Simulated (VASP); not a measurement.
# Co (P6_3/mmc) in VASP: further runs

Runs on Co. Level: PBE. Tasks: single point.

All numbers are computed with VASP 6.6.1; they aren't measurements. Logs are shortened: lines on timing, memory, paths and dates and some standing lists are left out, and cuts for length are marked.

**1. The cell of the first run**

It takes space group P6_3/mmc (No. 194, hexagonal). Conventional cell: a = 2.527 Å, b = 2.527 Å, c = 4.119 Å, α = 90.00°, β = 90.00°, γ = 120.00°. Within 3.3 Å of Co (site symmetry -6m2) lie 12 Co at 2.52 to 2.53 Å.

**2. Single point, PBE, collinear spin, ferromagnetic start**

INCAR

```
SYSTEM = Co
ALGO     = Normal         ! electronic algorithm
EDIFF    = 1E-6           ! SCF threshold, eV
ENCUT    = 520            ! plane-wave cutoff, eV
GGA      = PE             ! functional
ISIF     = 2              ! what is computed and relaxed
ISMEAR   = -1             ! smearing method
ISPIN    = 2              ! spin polarisation
LASPH    = .TRUE.         ! aspherical terms in the spheres
LCHARG   = .FALSE.        ! write CHGCAR
LMAXMIX  = 4              ! l up to which the mixer works
LORBIT   = 11             ! projections on sites
LREAL    = .FALSE.        ! projectors in reciprocal space
LWAVE    = .FALSE.        ! write WAVECAR
MAGMOM   = 0.3 0.3        ! initial moments
NBANDS   = 20             ! bands
NELM     = 150            ! most SCF steps
PREC     = Accurate       ! precision mode
SIGMA    = 0.1            ! smearing width, eV
```

KPOINTS

```
k-points
0
G
  13 13 7
  0 0 0
```

POSCAR

```
Co
1.0
    2.5270016500      0.0000000000      0.0000000000
   -1.2635008200      2.1884476200      0.0000000000
    0.0000000000      0.0000000000      4.1190000000
Co
2
Direct
    0.3333333300      0.6666666700      0.2500000000
    0.6666666700      0.3333333300      0.7500000000
```

Potentials or basis: VASP PAW PBE potentials, release 64 (Co).

Started as:

```sh
$ cat potpaw_PBE.64/Co/POTCAR > POTCAR
$ mpirun -np 1 vasp_std > vasp.out
```

OUTCAR:

```text
SYSTEM = Co
   EDIFF = 1E-6
   ENCUT = 520
   GGA = PE
   ISIF = 2
   ISMEAR = -1
   ISPIN = 2
   LASPH = .TRUE.
   LORBIT = 11
   LREAL = .FALSE.
   NELM = 150
   PREC = Accurate

 ion  position               nearest neighbor table
   1  0.333  0.667  0.250-   2 2.52   2 2.52   2 2.52   2 2.52   2 2.52   2 2.52
   2  0.667  0.333  0.750-   1 2.52   1 2.52   1 2.52   1 2.52   1 2.52   1 2.52

  LATTYP: Found a hexagonal cell.
 ALAT       =     2.5270016500
 C/A-ratio  =     1.6299949784

  Lattice vectors:

 A1 = (   2.5270016500,   0.0000000000,   0.0000000000)
 A2 = (  -1.2635008200,   2.1884476200,   0.0000000000)
 A3 = (   0.0000000000,   0.0000000000,   4.1190000000)

Analysis of symmetry for initial positions (statically):
=====================================================================
 Subroutine PRICEL returns:
 Original cell was already a primitive cell.

 Routine SETGRP: Setting up the symmetry group for a
 hexagonal supercell.

 Subroutine GETGRP returns: Found 24 space group operations
 (whereof 12 operations were pure point group operations)
 out of a pool of 24 trial point group operations.

The static configuration has the point symmetry D_3d.
 The point group associated with its full space group is D_6h.

Analysis of symmetry for dynamics (positions and initial velocities):
=====================================================================
 Subroutine PRICEL returns:
 Original cell was already a primitive cell.

 Routine SETGRP: Setting up the symmetry group for a
 hexagonal supercell.

 Subroutine GETGRP returns: Found 24 space group operations
 (whereof 12 operations were pure point group operations)
 out of a pool of 24 trial point group operations.

The dynamic configuration has the point symmetry D_3d.
 The point group associated with its full space group is D_6h.

Analysis of structural, dynamic, and magnetic symmetry:
=====================================================================
 Subroutine PRICEL returns:
 Original cell was already a primitive cell.

 Routine SETGRP: Setting up the symmetry group for a
 hexagonal supercell.

 Subroutine GETGRP returns: Found 24 space group operations
 (whereof 12 operations were pure point group operations)
 out of a pool of 24 trial point group operations.

The overall configuration has the point symmetry D_3d.
 The point group associated with its full space group is D_6h.

 Subroutine INISYM returns: Found 24 space group operations
 (whereof 12 operations are pure point group operations),
 and found     1 'primitive' translations

----------------------------------------------------------------------------------------

                                     Primitive cell

  volume of cell :      22.7789

  direct lattice vectors                    reciprocal lattice vectors
     2.527001650  0.000000000  0.000000000     0.395725899  0.228472454  0.000000000
    -1.263500820  2.188447620  0.000000000     0.000000000  0.456944910  0.000000000
     0.000000000  0.000000000  4.119000000     0.000000000  0.000000000  0.242777373

  length of vectors
     2.527001650  2.527001644  4.119000000     0.456944909  0.456944910  0.242777373

  position of ions in fractional coordinates (direct lattice)
     0.333333330  0.666666670  0.250000000
     0.666666670  0.333333330  0.750000000

  ion indices of the primitive-cell ions
   primitive index   ion index
                 1           1
                 2           2

----------------------------------------------------------------------------------------

 KPOINTS: k-points

Automatic generation of k-mesh.
 Grid dimensions read from file:
 generate k-points for:   13   13    7

 Generating k-lattice:

  Cartesian coordinates                     Fractional coordinates (reciprocal lattice)
     0.030440454  0.017574804  0.000000000     0.076923077  0.000000000  0.000000000
     0.000000000  0.035149608  0.000000000     0.000000000  0.076923077  0.000000000
     0.000000000  0.000000000  0.034682482     0.000000000  0.000000000  0.142857143

  Length of vectors
     0.035149608  0.035149608  0.034682482

  Shift w.r.t. Gamma in fractional coordinates (k-lattice)
     0.000000000  0.000000000  0.000000000

 Subroutine IBZKPT returns following result:
 ===========================================

 Found     84 irreducible k-points:

 Following reciprocal coordinates:
            Coordinates               Weight
  0.000000  0.000000  0.000000      1.000000
  0.076923  0.000000  0.000000      6.000000
  0.153846 -0.000000  0.000000      6.000000
  0.230769 -0.000000  0.000000      6.000000
  0.307692 -0.000000  0.000000      6.000000
  0.384615 -0.000000  0.000000      6.000000
[... 16 lines left out ...]
  0.076923  0.000000  0.142857     12.000000
  0.153846 -0.000000  0.142857     12.000000
 [... further k-points ...]
   k-points           NKPTS =     84   k-points in BZ     NKDIM =     84   number of bands    NBANDS=     20
   number of dos      NEDOS =    301   number of ions     NIONS =      2
   total plane-waves  NPLWV =  12800
   dimension x,y,z NGX =    20 NGY =   20 NGZ =   32
   dimension x,y,z NGXF=    40 NGYF=   40 NGZF=   64
   ions per type =               2
   NGX,Y,Z   is equivalent  to a cutoff of  13.16, 13.16, 12.92 a.u.
   NGXF,Y,Z  is equivalent  to a cutoff of  26.32, 26.32, 25.83 a.u.
 SYSTEM =  Co
   PREC   = accura    normal or accurate (medium, high low for compatibility)
   ISTART =      0    job   : 0-new  1-cont  2-samecut
   ICHARG =      2    charge: 1-file 2-atom 10-const
   ISPIN  =      2    spin polarized calculation?
   LNONCOLLINEAR =      F non collinear calculations
   LSORBIT =      F    spin-orbit coupling
   LASPH  =      T    aspherical Exc in radial PAW
   ENCUT  =  520.0 eV  38.22 Ry    6.18 a.u.   4.70  4.70  7.66*2*pi/ulx,y,z
   NELM   =    150;   NELMIN=  2; NELMDL= -5     # of ELM steps
   EDIFF  = 0.1E-05   stopping-criterion for ELM
   LREAL  =      F    real-space projection
   EDIFFG = 0.1E-04   stopping-criterion for IOM
   NSW    =      0    number of steps for IOM
   IBRION =     -1    ionic relax: 0-MD 1-quasi-New 2-CG
   NFREE  =      0    steps in history (QN), initial steepest desc. (CG)
   ISIF   =      2    stress and relaxation
   ISYM   =      2    0-nonsym 1-usesym 2-fastsym
   POTIM  = 0.5000    time-step for ionic-motion
   TEBEG  =    0.0;   TEEND  =   0.0 temperature during run
   PSTRESS=    0.0 pullay stress
   NELECT =      18.0000    total number of electrons
   NUPDOWN=      -1.0000    fix difference up-down
   EMIN   =  10.00;   EMAX   =-10.00  energy-range for DOS
   EFERMI =   0.00;   METHOD = LEGACY
   ISMEAR =    -1;   SIGMA  =   0.10  broadening in eV -4-tet -1-fermi 0-gaus
   EFERMI_NEDOS =   21; number of points for ismear=-14 and -15
   IALGO  =     38    algorithm
   IMIX   =      4    mixing-type and parameters
     AMIX     =   0.40;   BMIX     =  1.00
     AMIX_MAG =   1.60;   BMIX_MAG =  1.00
  volume/ion in A,a.u.               =      11.39        76.86
  Fermi-wavevector in a.u.,A,eV,Ry     =   1.513519  2.860136 31.167401  2.290739
  Thomas-Fermi vector in A             =   2.623299
   LORBIT       =     11    0 simple, 1 ext, 2 COOP (PROOUT), +10 PAW based schemes
   GGA     = PE    functional components
   LHFCALC =     F    Hartree Fock is set to
   AEXX    =    0.0000 exact exchange contribution
   IVDW    =     0    specifies the selected vdW correction
   LEPSILON=     F    determine dielectric tensor
   LRPA    =     F    only Hartree local field effects (RPA)
 spin polarized calculation
  energy-cutoff  :      520.00
  volume of cell :       22.78
 maximum number of plane-waves:       625
 NGX is ok and might be reduce to    20
   NGX =  9   NGY =  9   NGZ = 15

 number of electron      18.0000003 magnetization       0.1204853

 number of electron      18.0000003 magnetization      -0.0002195

 Free energy of the ion-electron system (eV)
  ---------------------------------------------------
  ext. energy  EPLUGINS =         0.00000000
  ---------------------------------------------------
  free energy    TOTEN  =       -13.59072076 eV

  energy without entropy =      -13.38832282  energy(sigma->0) =      -13.48952179

 E-fermi :   9.4393     XC(G=0): -13.1365

 val. band max:        9.4352882312   @ k =   0.3846   0.1538   0.1429
 cond. band min:       9.4402086488   @ k =   0.3846  -0.0000   0.0000
 fundamental gap:      0.0049204176
 Fermi energy:         9.4392838886

 spin component 1

 k-point     1 :       0.0000    0.0000    0.0000
  band No.  band energies     occupation
      1       0.9442      1.00000
      2       5.1133      1.00000
      3       7.7478      1.00000
      4       7.8228      1.00000
      5       7.8228      1.00000
      6       8.1233      1.00000
[... 12 lines left out ...]
     19      34.9097      0.00000
     20      34.9097      0.00000

 k-point     2 :       0.0769    0.0000    0.0000
  band No.  band energies     occupation
      1       1.1456      1.00000
      2       5.2421      1.00000
      3       7.5897      1.00000
      4       7.9174      1.00000
      5       7.9493      1.00000
      6       8.0762      1.00000
[... 12 lines left out ...]
     19      36.4737      0.00000
     20      36.9752      0.00000
[... 465 lines left out ...]
      3       7.5852      1.00000
      4       7.8288      1.00000
      5       7.8628      1.00000
      6       7.9061      1.00000
[... 12 lines left out ...]
     19      36.1467      0.00000
     20      36.8964      0.00000

 k-point    24 :       0.1538   -0.0000    0.1429
  band No.  band energies     occupation
      1       1.9201      1.00000
      2       5.5190      1.00000
      3       7.3215      1.00000
      4       7.3654      1.00000
      5       7.8305      1.00000
      6       8.0679      1.00000
[... 12 lines left out ...]
     19      35.5752      0.00000
     20      36.5730      0.00000

 [... further k-points ...]

 spin component 2

 k-point     1 :       0.0000    0.0000    0.0000
  band No.  band energies     occupation
      1       0.9443      1.00000
      2       5.1133      1.00000
      3       7.7477      1.00000
      4       7.8227      1.00000
      5       7.8227      1.00000
      6       8.1232      1.00000
[... 12 lines left out ...]
     19      34.9098      0.00000
     20      34.9098      0.00000

 k-point     2 :       0.0769    0.0000    0.0000
  band No.  band energies     occupation
      1       1.1456      1.00000
      2       5.2420      1.00000
      3       7.5896      1.00000
      4       7.9173      1.00000
      5       7.9492      1.00000
      6       8.0761      1.00000
[... 12 lines left out ...]
     19      36.4738      0.00000
     20      36.9752      0.00000
[... 465 lines left out ...]
      3       7.5851      1.00000
      4       7.8287      1.00000
      5       7.8627      1.00000
      6       7.9060      1.00000
[... 12 lines left out ...]
     19      36.1468      0.00000
     20      36.8965      0.00000

 k-point    24 :       0.1538   -0.0000    0.1429
  band No.  band energies     occupation
      1       1.9202      1.00000
      2       5.5190      1.00000
      3       7.3214      1.00000
      4       7.3653      1.00000
      5       7.8304      1.00000
      6       8.0677      1.00000
[... 12 lines left out ...]
     19      35.5752      0.00000
     20      36.5731      0.00000

 [... further k-points ...]
[... 5 lines left out ...]
  --------------------------------------------------------------------------------------
  -------------------------------------------------------------------------------------
  Total       -2.5872362     -2.5872362     -2.9955068     -0.0000000     -0.0000000      0.0000000
  in kB     -181.9756115   -181.9756108   -210.6916935     -0.0000004     -0.0000000      0.0000000
  external PRESSURE =    -191.5476386 kB  Pullay stress =       0.0000000 kB

 VOLUME and BASIS-vectors are now :
 -----------------------------------------------------------------------------
  energy-cutoff  :      520.00
  volume of cell :       22.78
      direct lattice vectors                 reciprocal lattice vectors
     2.527001650  0.000000000  0.000000000     0.395725899  0.228472454  0.000000000
    -1.263500820  2.188447620  0.000000000     0.000000000  0.456944910  0.000000000
     0.000000000  0.000000000  4.119000000     0.000000000  0.000000000  0.242777373

 POSITION                                       TOTAL-FORCE (eV/Angst)
 -----------------------------------------------------------------------------------
     -0.00000      1.45897      1.02975        -0.000000     -0.000000      0.000000
      1.26350      0.72948      3.08925         0.000000      0.000000      0.000000
 -----------------------------------------------------------------------------------
    total drift:                               -0.000000      0.000000     -0.000000

  FREE ENERGIE OF THE ION-ELECTRON SYSTEM (eV)
  ---------------------------------------------------
  free  energy   TOTEN  =       -13.5907207558 eV

  energy  without entropy=      -13.3883228225  energy(sigma->0) =      -13.48952179

 total charge

# of ion       s       p       d       tot
------------------------------------------
    1        0.461   0.471   7.252   8.184
    2        0.461   0.471   7.252   8.184
--------------------------------------------------
tot          0.922   0.942  14.504  16.368

 magnetization (x)

# of ion       s       p       d       tot
------------------------------------------
    1        0.000   0.000  -0.000  -0.000
    2        0.000   0.000  -0.000  -0.000
--------------------------------------------------
tot          0.000   0.000  -0.001  -0.001
```

Wall time 67 s (1 thread of Intel Xeon Platinum 8488C (Sapphire Rapids), shared host); peak memory 0.18 GiB.

Results:

```yaml
Free_energy: -13.5907 eV
Pressure: -19.2 GPa
Band_gap_on_the_k_mesh: zero (filled and empty bands overlap)
Net_moment: 0.00 μB per cell
Valence_electrons_inside_the_program's_atomic_spheres: Co 8.18
```

**3. Single point, PBE, collinear spin, ferromagnetic start**

INCAR

```
PREC = Accurate ; ENCUT = 520
EDIFF = 1E-6 ; ISMEAR = -1
SIGMA = 0.1 ; LREAL = F
LASPH = T ; NELM = 150
ALGO = Normal ; ISIF = 2
LWAVE = F ; LCHARG = T
ISPIN = 2 ; MAGMOM = 3 3
LORBIT = 11 ; LMAXMIX = 4
GGA = PE ; LELF = T
LVHAR = T ; NBANDS = 20
```

KPOINTS

```
Automatic mesh
0
Gamma
  13 13 7
```

POSCAR is that of step 2.

Potentials or basis: VASP PAW PBE potentials, release 64 (Co).

Started as:

```sh
$ cat potpaw_PBE.64/Co/POTCAR > POTCAR
$ mpirun -np 1 vasp_std > vasp.out
```

Run time: 43 s. Hardware: 1 thread of Intel Xeon Platinum 8488C (Sapphire Rapids), shared host; peak memory 0.18 GiB.

The run converged. Its results:

```yaml
Free_energy: -14.0674 eV
Pressure: -9.6 GPa
Net_moment: 3.26 μB per cell
Site_moments: Co +1.66 μB
Valence_electrons_inside_the_program's_atomic_spheres: Co 8.18
```

Stress tensor (GPa, compression positive):
```
 -9.16   0.00   0.00
  0.00  -9.16   0.00
  0.00   0.00 -10.39
```

Levels at points of the mesh, in eV from the Fermi level:
Spin up:
```
           k point  band 9  band 10  band 11  band 12  band 13  band 14
(0.00, 0.00, 0.00)   -1.91    -0.92    -0.92    -0.13     5.82    21.66
```
Spin down:
```csv
k point,band 5,band 6,band 7,band 8,band 9,band 10
"(0.00, 0.00, 0.00)",-0.87,-0.54,-0.54,-0.22,-0.11,-0.11
```

**4. Single point, PBE, collinear spin, antiferromagnetic start**

INCAR

```
  ALGO = Normal
  EDIFF = 1E-6
  ENCUT = 520
  GGA = PE
  ISIF = 2
  ISMEAR = -1
  ISPIN = 2
  LASPH = T
  LCHARG = F
  LMAXMIX = 4
  LORBIT = 11
  LREAL = F
  LWAVE = F
  MAGMOM = 1.2 -1.2
  NBANDS = 20
  NELM = 150
  PREC = Accurate
  SIGMA = 0.1
```

KPOINTS

```
k-points
0
Gamma
  13 13 7
```

POSCAR is that of step 3.

Started as:

```sh
$ cat potpaw_PBE.64/Co/POTCAR > POTCAR
$ mpirun -np 1 vasp_std > vasp.out
```

Run time: 52 s. Hardware: 1 thread of Intel Xeon Platinum 8488C (Sapphire Rapids), shared host; peak memory 0.18 GiB.

Results (log left out):

```yaml
Free_energy: -13.6276 eV
Pressure: -13.4 GPa
Band_gap_on_the_k_mesh: zero (filled and empty bands overlap)
Net_moment: 0.00 μB per cell
Site_moments: Co +1.11, -1.11 μB
Valence_electrons_inside_the_program's_atomic_spheres: Co 8.18
```

Stress tensor (GPa, compression positive):
```
-14.11   0.00   0.00
  0.00 -14.11   0.00
  0.00   0.00 -11.99
```

Levels at points of the mesh, in eV from the Fermi level:
Spin up:
```tsv
k point	band 6	band 7	band 8	band 9	band 10	band 11	band 12	band 13
(0.00, 0.00, 0.00)	-1.34	-1.34	-0.96	-0.96	-0.17	0.28	0.28	6.31
```
Spin down:
| k point | band 5 | band 6 | band 7 | band 8 | band 9 | band 10 | band 11 | band 12 | band 13 | band 14 |
| --- | --- | --- | --- | --- | --- | --- | --- | --- | --- | --- |
| (0.00, 0.00, 0.00) | -1.79 | -1.34 | -1.34 | -0.96 | -0.96 | -0.17 | 0.28 | 0.28 | 6.31 | 21.54 |

**5. Single point, PBE, collinear spin**

INCAR

```
PREC = Accurate
ENCUT = 520
EDIFF = 1E-7
ISMEAR = -1
SIGMA = 0.1
LREAL = False
LASPH = True
NELM = 150
ALGO = Normal
ISIF = 2
LWAVE = False
LCHARG = False
ISPIN = 2
MAGMOM = 3 0
LORBIT = 11
LMAXMIX = 4
GGA = PE
NBANDS = 20
```

KPOINTS

```
regular mesh
0
Gamma
  13 13 7
```

POSCAR is that of step 4.

Started as:

```sh
$ cat potpaw_PBE.64/Co/POTCAR > POTCAR
$ mpirun -np 1 vasp_std > vasp.out
```

It took 85 s on 1 thread of Intel Xeon Platinum 8488C (Sapphire Rapids), shared host; peak memory 0.18 GiB.

Results (log left out):

- Free energy: -14.0674 eV
- Pressure: -9.5 GPa
- Net moment: 3.26 μB per cell
- Site moments: Co +1.66 μB
- Valence electrons inside the program's atomic spheres: Co 8.18

Stress tensor (GPa, compression positive):
```
 -9.07   0.00   0.00
  0.00  -9.07   0.00
  0.00   0.00 -10.30
```

Levels at points of the mesh, in eV from the Fermi level:
Spin up:
| k point | band 7 | band 8 | band 9 | band 10 | band 11 | band 12 | band 13 | band 14 | band 15 | band 16 |
| --- | --- | --- | --- | --- | --- | --- | --- | --- | --- | --- |
| (0.00, 0.00, 0.00) | -2.25 | -1.91 | -1.91 | -0.92 | -0.92 | -0.13 | 5.82 | 21.66 | 23.82 | 23.82 |
Spin down:
```csv
k point,band 3,band 4,band 5,band 6,band 7,band 8,band 9,band 10,band 11,band 12
"(0.00, 0.00, 0.00)",-0.95,-0.87,-0.87,-0.54,-0.54,-0.22,-0.11,-0.11,1.00,1.00
```

[end of part 1 of 2]
